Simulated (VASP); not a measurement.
# AlN (R3m) in VASP: a series of runs

AlN is run at these levels: PBE; tasks: single point.

Everything below comes from runs of VASP 6.6.1. Logs are shortened: lines on timing, memory, paths and dates and some standing lists are left out, and cuts for length are marked.

## (1) The cell of the first run

The structure is trigonal, space group R3m (No. 160). Conventional cell: a = 3.462 Å, b = 3.462 Å, c = 6.021 Å, α = 90.00°, β = 90.00°, γ = 120.00°. Al (site symmetry 3m) has 1 N at 1.51 Å within 2.0 Å. N (site symmetry 3m) has 1 Al at 1.51 Å within 2.0 Å.

## (2) Single point, PBE

INCAR reads:

```
SYSTEM = AlN
  PREC = Accurate
  ENCUT = 520
  EDIFF = 1E-7
  ISMEAR = 0
  SIGMA = 0.05
  LREAL = .False.
  LASPH = .True.
  NELM = 80
  ALGO = Normal
  ISIF = 2
  LWAVE = .False.
  LCHARG = .False.
  GGA = PE
  NBANDS = 11
```

KPOINTS reads:

```
regular mesh
0
Gamma
  10 10 10
  0 0 0
```

POSCAR reads:

```
AlN
1.0
   -0.4733023302      1.9748131708      1.9748131708
    1.9748131708     -0.4733023302      1.9748131708
    1.9748131708      1.9748131708     -0.4733023302
Al N
1 1
Direct
    0.0000000000      0.0000000000      0.0000000000
    0.7500000000      0.7500000000      0.7500000000
```

Potentials or basis: VASP PAW PBE potentials, release 64 (Al, N).

Run with:

```console
cat potpaw_PBE.64/Al/POTCAR potpaw_PBE.64/N/POTCAR > POTCAR
mpirun -np 1 vasp_std > vasp.out
```

OUTCAR:

```text
SYSTEM = AlN
   PREC = Accurate
   ENCUT = 520
   EDIFF = 1E-7
   ISMEAR = 0
   LREAL = .False.
   LASPH = .True.
   NELM = 80
   ISIF = 2
   GGA = PE

 ion  position               nearest neighbor table
   1  0.000  0.000  0.000-   2 1.51   2 2.06   2 2.06   2 2.06
   2  0.750  0.750  0.750-   1 1.51   1 2.06   1 2.06   1 2.06

  LATTYP: Found a trigonal (rhomboedric) cell.
 ALAT       =     2.8326293818
 COS(alpha) =     0.2530624440

  Lattice vectors:

 A1 = (  -0.4733023302,   1.9748131708,   1.9748131708)
 A2 = (   1.9748131708,  -0.4733023302,   1.9748131708)
 A3 = (   1.9748131708,   1.9748131708,  -0.4733023302)

Analysis of symmetry for initial positions (statically):
=====================================================================
 Subroutine PRICEL returns:
 Original cell was already a primitive cell.

 Routine SETGRP: Setting up the symmetry group for a
 trigonal (rhombohedral) supercell.

 Subroutine GETGRP returns: Found  6 space group operations
 (whereof  6 operations were pure point group operations)
 out of a pool of 12 trial point group operations.

The static configuration has the point symmetry C_3v.

Analysis of symmetry for dynamics (positions and initial velocities):
=====================================================================
 Subroutine PRICEL returns:
 Original cell was already a primitive cell.

 Routine SETGRP: Setting up the symmetry group for a
 trigonal (rhombohedral) supercell.

 Subroutine GETGRP returns: Found  6 space group operations
 (whereof  6 operations were pure point group operations)
 out of a pool of 12 trial point group operations.

The dynamic configuration has the point symmetry C_3v.

 Subroutine INISYM returns: Found  6 space group operations
 (whereof  6 operations are pure point group operations),
 and found     1 'primitive' translations

----------------------------------------------------------------------------------------

                                     Primitive cell

  volume of cell :      20.8345

  direct lattice vectors                    reciprocal lattice vectors
    -0.473302330  1.974813171  1.974813171    -0.176431579  0.232045881  0.232045881
     1.974813171 -0.473302330  1.974813171     0.232045881 -0.176431579  0.232045881
     1.974813171  1.974813171 -0.473302330     0.232045881  0.232045881 -0.176431579

  length of vectors
     2.832629382  2.832629382  2.832629382     0.372583794  0.372583794  0.372583794

  position of ions in fractional coordinates (direct lattice)
     0.000000000  0.000000000  0.000000000
     0.750000000  0.750000000  0.750000000

  ion indices of the primitive-cell ions
   primitive index   ion index
                 1           1
                 2           2

----------------------------------------------------------------------------------------

 KPOINTS: regular mesh

Automatic generation of k-mesh.
 Grid dimensions read from file:
 generate k-points for:   10   10   10

 Generating k-lattice:

  Cartesian coordinates                     Fractional coordinates (reciprocal lattice)
    -0.017643158  0.023204588  0.023204588     0.100000000  0.000000000  0.000000000
     0.023204588 -0.017643158  0.023204588     0.000000000  0.100000000  0.000000000
     0.023204588  0.023204588 -0.017643158     0.000000000  0.000000000  0.100000000

  Length of vectors
     0.037258379  0.037258379  0.037258379

  Shift w.r.t. Gamma in fractional coordinates (k-lattice)
     0.000000000  0.000000000  0.000000000

 Subroutine IBZKPT returns following result:
 ===========================================

 Found    116 irreducible k-points:

 Following reciprocal coordinates:
            Coordinates               Weight
  0.000000  0.000000  0.000000      1.000000
  0.100000  0.000000  0.000000      6.000000
  0.200000  0.000000  0.000000      6.000000
  0.300000  0.000000  0.000000      6.000000
  0.400000  0.000000  0.000000      6.000000
  0.500000  0.000000  0.000000      3.000000
[... 16 lines left out ...]
  0.300000  0.300000  0.000000      6.000000
  0.400000  0.300000  0.000000     12.000000
 [... further k-points ...]
   k-points           NKPTS =    116   k-points in BZ     NKDIM =    116   number of bands    NBANDS=     11
   number of dos      NEDOS =    301   number of ions     NIONS =      2
   total plane-waves  NPLWV =  13824
   dimension x,y,z NGX =    24 NGY =   24 NGZ =   24
   dimension x,y,z NGXF=    48 NGYF=   48 NGZF=   48
   ions per type =               1   1
   NGX,Y,Z   is equivalent  to a cutoff of  14.09, 14.09, 14.09 a.u.
   NGXF,Y,Z  is equivalent  to a cutoff of  28.17, 28.17, 28.17 a.u.
 SYSTEM =  AlN
   PREC   = accura    normal or accurate (medium, high low for compatibility)
   ISTART =      0    job   : 0-new  1-cont  2-samecut
   ICHARG =      2    charge: 1-file 2-atom 10-const
   ISPIN  =      1    spin polarized calculation?
   LNONCOLLINEAR =      F non collinear calculations
   LSORBIT =      F    spin-orbit coupling
   LASPH  =      T    aspherical Exc in radial PAW
   ENCUT  =  520.0 eV  38.22 Ry    6.18 a.u.   5.27  5.27  5.27*2*pi/ulx,y,z
   NELM   =     80;   NELMIN=  2; NELMDL= -5     # of ELM steps
   EDIFF  = 0.1E-06   stopping-criterion for ELM
   LREAL  =      F    real-space projection
   EDIFFG = 0.1E-05   stopping-criterion for IOM
   NSW    =      0    number of steps for IOM
   IBRION =     -1    ionic relax: 0-MD 1-quasi-New 2-CG
   NFREE  =      0    steps in history (QN), initial steepest desc. (CG)
   ISIF   =      2    stress and relaxation
   ISYM   =      2    0-nonsym 1-usesym 2-fastsym
   POTIM  = 0.5000    time-step for ionic-motion
   TEBEG  =    0.0;   TEEND  =   0.0 temperature during run
   PSTRESS=    0.0 pullay stress
   NELECT =       8.0000    total number of electrons
   NUPDOWN=      -1.0000    fix difference up-down
   EMIN   =  10.00;   EMAX   =-10.00  energy-range for DOS
   EFERMI =   0.00;   METHOD = LEGACY
   ISMEAR =     0;   SIGMA  =   0.05  broadening in eV -4-tet -1-fermi 0-gaus
   EFERMI_NEDOS =   21; number of points for ismear=-14 and -15
   IALGO  =     38    algorithm
   IMIX   =      4    mixing-type and parameters
     AMIX     =   0.40;   BMIX     =  1.00
     AMIX_MAG =   1.60;   BMIX_MAG =  1.00
  volume/ion in A,a.u.               =      10.42        70.30
  Fermi-wavevector in a.u.,A,eV,Ry     =   1.189899  2.248583 19.263943  1.415860
  Thomas-Fermi vector in A             =   2.325996
   LORBIT       =      0    0 simple, 1 ext, 2 COOP (PROOUT), +10 PAW based schemes
   GGA     = PE    functional components
   LHFCALC =     F    Hartree Fock is set to
   AEXX    =    0.0000 exact exchange contribution
   IVDW    =     0    specifies the selected vdW correction
   LEPSILON=     F    determine dielectric tensor
   LRPA    =     F    only Hartree local field effects (RPA)
 non-spin polarized calculation
 Gauss-broadening in eV      SIGMA  =   0.05
  energy-cutoff  :      520.00
  volume of cell :       20.83
 maximum number of plane-waves:       584
 NGX is ok and might be reduce to    24

 number of electron       7.9999999 magnetization

 Free energy of the ion-electron system (eV)
  ---------------------------------------------------
  ext. energy  EPLUGINS =         0.00000000
  ---------------------------------------------------
  free energy    TOTEN  =       -11.99433675 eV

  energy without entropy =      -11.99433675  energy(sigma->0) =      -11.99433675

 E-fermi :   6.7541     XC(G=0): -10.8872

 val. band max:        6.4805088973   @ k =   0.1000   0.0000   0.0000
 cond. band min:       8.4958106621   @ k =   0.5000   0.5000  -0.0000
 fundamental gap:      2.0153017648
 Fermi energy:         6.7541124890

 k-point     1 :       0.0000    0.0000    0.0000
  band No.  band energies     occupation
      1      -9.0792      2.00000
      2       5.6223      2.00000
      3       5.6223      2.00000
      4       6.3865      2.00000
      5       8.9694      0.00000
      6      16.2665      0.00000
      7      16.2665      0.00000
      8      23.8798      0.00000
      9      23.8798      0.00000
     10      24.3101      0.00000
     11      25.7908      0.00000

 k-point     2 :       0.1000    0.0000    0.0000
  band No.  band energies     occupation
      1      -8.9546      2.00000
      2       4.7025      2.00000
      3       5.6492      2.00000
      4       6.4805      2.00000
      5       9.5455      0.00000
      6      16.4368      0.00000
      7      16.4419      0.00000
      8      22.6252      0.00000
      9      22.8473      0.00000
     10      24.9759      0.00000
     11      26.0491      0.00000

 k-point     3 :       0.2000    0.0000    0.0000
  band No.  band energies     occupation
      1      -8.6010      2.00000
      2       3.0793      2.00000
      3       5.7228      2.00000
      4       6.4691      2.00000
      5      10.5991      0.00000
      6      16.5394      0.00000
      7      16.8593      0.00000
      8      21.1666      0.00000
      9      22.2142      0.00000
     10      24.9114      0.00000
     11      26.8724      0.00000
[... 267 lines left out ...]
 k-point    23 :       0.3000    0.3000    0.0000
  band No.  band energies     occupation
      1      -7.4841      2.00000
      2       2.4743      2.00000
      3       3.5921      2.00000
      4       6.0970      2.00000
      5      10.5621      0.00000
      6      15.7444      0.00000
      7      18.0276      0.00000
      8      18.9900      0.00000
      9      23.9461      0.00000
     10      26.0614      0.00000
     11      26.6092      0.00000

 k-point    24 :       0.4000    0.3000    0.0000
  band No.  band energies     occupation
      1      -7.0505      2.00000
      2       1.6670      2.00000
      3       3.4829      2.00000
      4       6.0995      2.00000
      5      10.2079      0.00000
      6      15.9592      0.00000
      7      18.0187      0.00000
      8      19.2155      0.00000
      9      23.3780      0.00000
     10      25.9110      0.00000
     11      27.5131      0.00000

 [... further k-points ...]

------------------------ aborting loop because EDIFF is reached ----------------------------------------

  FORCE on cell =-STRESS in cart. coord.  units (eV):
  Direction    XX          YY          ZZ          XY          YZ          ZX
  --------------------------------------------------------------------------------------
  -------------------------------------------------------------------------------------
  Total        5.7642611      5.7642611      5.7642611      9.2530383      9.2530383      9.2530383
  in kB      443.2718694    443.2718694    443.2718694    711.5589504    711.5589504    711.5589504
  external PRESSURE =     443.2718694 kB  Pullay stress =       0.0000000 kB

 VOLUME and BASIS-vectors are now :
 -----------------------------------------------------------------------------
  energy-cutoff  :      520.00
  volume of cell :       20.83
      direct lattice vectors                 reciprocal lattice vectors
    -0.473302330  1.974813171  1.974813171    -0.176431579  0.232045881  0.232045881
     1.974813171 -0.473302330  1.974813171     0.232045881 -0.176431579  0.232045881
     1.974813171  1.974813171 -0.473302330     0.232045881  0.232045881 -0.176431579

 POSITION                                       TOTAL-FORCE (eV/Angst)
 -----------------------------------------------------------------------------------
      0.00000      0.00000      0.00000         7.371731      7.371731      7.371731
      2.60724      2.60724      2.60724        -7.371731     -7.371731     -7.371731
 -----------------------------------------------------------------------------------
    total drift:                               -0.000050     -0.000050     -0.000050

  FREE ENERGIE OF THE ION-ELECTRON SYSTEM (eV)
  ---------------------------------------------------
  free  energy   TOTEN  =       -11.9943367513 eV

  energy  without entropy=      -11.9943367513  energy(sigma->0) =      -11.99433675
```

Wall time 7.5 s (1 thread of Intel Xeon 6975P-C (Granite Rapids), shared host); peak memory 0.14 GiB.

Results:

* Free energy: -11.9943 eV
* Pressure: 44.3 GPa
* Largest force: 12.768 eV/Å
* Band gap on the k mesh: 2.02 eV, indirect (least direct gap 2.42 eV)

Forces on the atoms (eV/Å):
```
Al   7.372  7.372  7.372
N   -7.372 -7.372 -7.372
```

Caveat: forces of over 1 eV/Å act on the atoms, so gaps and moduli don't describe the material at rest. A k mesh can miss the band edges.

## (3) Single point, PBE

This run uses another cell than the first one, of the same volume but with other edges.

INCAR reads:

```
ALGO = Normal ; EDIFF = 1E-7
ENCUT = 520 ; GGA = PE
ISIF = 2 ; ISMEAR = 0
LASPH = T ; LCHARG = T
LELF = T ; LREAL = F
LVHAR = T ; LWAVE = F
NBANDS = 11 ; NELM = 80
PREC = Accurate ; SIGMA = 0.05
```

KPOINTS reads:

```
k-points
0
Gamma
  10 10 10
```

POSCAR reads:

```
AlN
1.0
    0.5323585663      2.4800118576      2.4800118576
    2.4800118576      0.5323585663      2.4800118576
    2.4800118576      2.4800118576      0.5323585663
Al N
1 1
Direct
    0.0000000000      0.0000000000      0.0000000000
    0.7500000000      0.7500000000      0.7500000000
```

Potentials or basis: VASP PAW PBE potentials, release 64 (Al, N).

Run with:

```console
cat potpaw_PBE.64/Al/POTCAR potpaw_PBE.64/N/POTCAR > POTCAR
mpirun -np 1 vasp_std > vasp.out
```

It took 16 s on 1 thread of Intel Xeon 6975P-C (Granite Rapids), shared host; peak memory 0.16 GiB.

The run converged. Its results:

| Property | Result |
| --- | --- |
| Free energy | -12.8347 eV |
| Pressure | 31.4 GPa |
| Largest force | 0.151 eV/Å |
| Band gap on the k mesh | zero (filled and empty bands touch) |

Forces on the atoms (eV/Å):
```
Al  -0.087 -0.087 -0.087
N    0.087  0.087  0.087
```

Stress tensor (GPa, compression positive):
```
 31.35 -41.03 -41.03
-41.03  31.35 -41.03
-41.03 -41.03  31.35
```

Levels at points of the mesh, in eV from the Fermi level:
```tsv
k point	band 1	band 2	band 3	band 4	band 5	band 6	band 7	band 8	band 9
(0.00, 0.00, 0.00)	-16.34	-2.86	-0.38	-0.04	-0.04	10.95	15.01	15.01	15.82
(0.50, 0.00, 0.00)	-13.67	-6.67	-2.14	-1.12	4.00	5.90	9.94	11.78	15.20
(0.50, 0.50, 0.00)	-13.44	-6.07	-3.48	-1.43	1.44	8.82	9.46	14.48	16.64
(0.50, 0.50, 0.50)	-15.48	-7.78	-0.11	-0.11	6.32	10.04	13.95	13.95	16.09
```

## (4) Single point, PBE

This run uses another cell than the first one, of the same volume but with other edges.

INCAR reads:

```
ALGO = Normal
EDIFF = 1E-7
ENCUT = 520
GGA = PE
ISIF = 2
ISMEAR = 0
LASPH = T
LCHARG = F
LREAL = F
LWAVE = F
NBANDS = 11
NELM = 100
PREC = Accurate
SIGMA = 0.05
```

KPOINTS is that of step 3.

POSCAR reads:

```
AlN
1.0
   -0.6905095173      1.8989011725      1.8989011725
    1.8989011725     -0.6905095173      1.8989011725
    1.8989011725      1.8989011725     -0.6905095173
Al N
1 1
Direct
    0.0000000000      0.0000000000      0.0000000000
    0.7500000000      0.7500000000      0.7500000000
```

Run with:

```console
cat potpaw_PBE.64/Al/POTCAR potpaw_PBE.64/N/POTCAR > POTCAR
mpirun -np 1 vasp_std > vasp.out
```

Wall time 7.8 s (1 thread of Intel Xeon 6975P-C (Granite Rapids), shared host); peak memory 0.15 GiB.

It converged, with:

```yaml
Free_energy: -7.7341 eV
Pressure: 98.8 GPa
Largest_force: 30.240 eV/Å
Band_gap_on_the_k_mesh: 1.14 eV, indirect (least direct gap 1.21 eV)
```

Forces on the atoms (eV/Å):
```
Al   17.459  17.459  17.459
N   -17.459 -17.459 -17.459
```

Stress tensor (GPa, compression positive):
```
 98.76 126.03 126.03
126.03  98.76 126.03
126.03 126.03  98.76
```

Levels at points of the mesh, in eV from the valence-band top:
| k point | band 1 | band 2 | band 3 | band 4 | band 5 | band 6 | band 7 | band 8 | band 9 |
| --- | --- | --- | --- | --- | --- | --- | --- | --- | --- |
| (0.00, 0.00, 0.00) | -15.95 | -1.44 | -1.44 | -0.74 | 1.60 | 8.85 | 8.85 | 16.87 | 16.87 |
| (0.50, 0.00, 0.00) | -14.32 | -7.21 | -0.78 | -0.09 | 5.56 | 7.02 | 10.83 | 14.13 | 14.77 |
| (0.50, 0.50, 0.00) | -13.18 | -5.12 | -4.77 | -0.07 | 1.14 | 9.77 | 11.17 | 12.11 | 17.01 |
| (0.50, 0.50, 0.50) | -12.37 | -3.64 | -3.37 | -3.37 | 4.57 | 5.58 | 5.58 | 7.19 | 17.25 |

Caveat: forces of over 1 eV/Å act on the atoms, so gaps and moduli don't describe the material at rest.

(Continued in part 2 of 2.)
